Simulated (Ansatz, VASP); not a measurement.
## PbF2 in VASP and in Ansatz

File POSCAR:

```
PbF2
1.0
    0.0000000000      2.9297099660      2.9297099660
    2.9297099660      0.0000000000      2.9297099660
    2.9297099660      2.9297099660      0.0000000000
Pb F
1 2
Direct
    0.0000000000      0.0000000000      0.0000000000
    0.2500000000      0.2500000000      0.2500000000
    0.7500000000      0.7500000000      0.7500000000
```

The input INCAR.step1:

```
SYSTEM = PbF2
PREC     = Accurate       ! precision mode
ENCUT    = 520            ! plane-wave cutoff, eV
ISMEAR   = 0              ! smearing method
SIGMA    = 0.05           ! smearing width, eV
LREAL    = .FALSE.        ! projectors in reciprocal space
LASPH    = .TRUE.         ! aspherical terms in the spheres
NELM     = 150            ! most SCF steps
MAGMOM   = 0 0 0 0 0 0 0 0 0 ! initial moments
LSORBIT  = .TRUE.         ! spin-orbit coupling
GGA_COMPAT= .FALSE.      
NBANDS   = 41             ! bands
GGA      = PE             ! functional
ALGO     = Normal         ! electronic algorithm
EDIFF    = 1E-4           ! SCF threshold, eV
LWAVE    = .TRUE.         ! write WAVECAR
LCHARG   = .FALSE.        ! write CHGCAR
```

File INCAR.step2:

```
SYSTEM = PbF2
PREC     = Accurate       ! precision mode
ENCUT    = 520            ! plane-wave cutoff, eV
EDIFF    = 1E-7           ! SCF threshold, eV
ISMEAR   = 0              ! smearing method
SIGMA    = 0.05           ! smearing width, eV
LREAL    = .FALSE.        ! projectors in reciprocal space
LASPH    = .TRUE.         ! aspherical terms in the spheres
NELM     = 150            ! most SCF steps
ALGO     = Normal         ! electronic algorithm
ISIF     = 2              ! what is computed and relaxed
LWAVE    = .FALSE.        ! write WAVECAR
LCHARG   = .TRUE.         ! write CHGCAR
MAGMOM   = 0 0 0 0 0 0 0 0 0 ! initial moments
LORBIT   = 11             ! projections on sites
LSORBIT  = .TRUE.         ! spin-orbit coupling
GGA_COMPAT= .FALSE.      
LORBMOM  = .TRUE.       
METAGGA  = R2SCAN         ! meta-GGA
LMIXTAU  = .TRUE.       
LVHAR    = .TRUE.       
NBANDS   = 41             ! bands
ISTART   = 1
```

File KPOINTS:

```
regular mesh
0
G
  6 6 6
  0 0 0
```

Input for Ansatz:

```yaml
crystal:
  lattice:
    - [0.0, 2.929709966, 2.929709966]
    - [2.929709966, 0.0, 2.929709966]
    - [2.929709966, 2.929709966, 0.0]
  atoms:
    - { symbol: Pb, position: [0.0, 0.0, 0.0] }
    - { symbol: F, position: [0.25, 0.25, 0.25] }
    - { symbol: F, position: [0.75, 0.75, 0.75] }
basis:
  ecutwfc: 500
  ecutrho_ratio: 4
kpoints:
  mp_grid: { grid: [6, 6, 6] }
hamiltonian:
  xc: r2scan
scf:
  occupations: { method: gaussian, width: 0.05 }
output:
  forces: true
  stress: true
  eigenvalues: true
  populations: true
  topological_invariants: true
magnetization:
  noncollinear: true
  spin_orbit: true
```

Alike in both runs: task single point; functional r2SCAN; k mesh 6 × 6 × 6; occupations gaussian, width 0.05 eV; non-collinear spin, spin-orbit coupling.

```csv
,VASP,Ansatz
version,VASP 6.6.1,Ansatz 0.2.0
potentials or method,"VASP PAW PBE potentials, release 64 (Pb_d, F), cutoff 520 eV","plane waves, PAW"
valence electrons in the cell,28,28
```

|  | VASP | Ansatz | Ansatz less VASP |
| --- | --- | --- | --- |
| pressure (GPa) | 2.4 | 2.5 | +0.04 |

VASP's potentials were made for PBE, not for r2SCAN.
